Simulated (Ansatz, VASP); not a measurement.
**C: VASP beside Ansatz**

```xyz
4
Lattice="1.1721 -2.2285 0.0000 1.1721 2.2285 0.0000 0.0000 0.0000 7.3778" Properties=species:S:1:pos:R:3 pbc="T T T"
C     1.1721    1.8571    5.5322
C     1.1721   -0.3714    1.8456
C     1.1721   -1.8571    1.8456
C     1.1721    0.3714    5.5322
```

Change from the starting cell: normal strain along x -0.0467, normal strain along y +0.0467.

Alike in both runs: task single point; functional PBEsol; k mesh 18 × 18 × 6; occupations gaussian, width 0.15 eV; no spin polarisation.

```csv
,VASP,Ansatz
version,VASP 6.6.1,Ansatz 0.2.0
potentials or method,"VASP PAW PBE potentials, release 64 (C), cutoff 520 eV","scalar-relativistic, plane waves, PAW"
valence electrons in the cell,16,16
```

Ansatz gave:

```
gap on the k mesh at the Fermi level (eV)                     : 0.55
least direct gap on the mesh (eV)                             : 0.71
pressure (GPa)                                                : 2.7
traceless stress, the component that is largest in VASP (GPa) : 40.08
rms of the force components (eV/Å)                            : 0.534
```

**Question.** Which values does VASP return?

**Answer.** gap on the k mesh at the Fermi level (eV): 0.55; least direct gap on the mesh (eV): 0.72; pressure (GPa): 3.4; traceless stress, the component that is largest in VASP (GPa): 40.58; rms of the force components (eV/Å): 0.549.

VASP's potentials were made for PBE, not for PBEsol, and Ansatz warns of the same on its side. Atom by atom the forces differ by 0.015 eV/Å (rms over components).
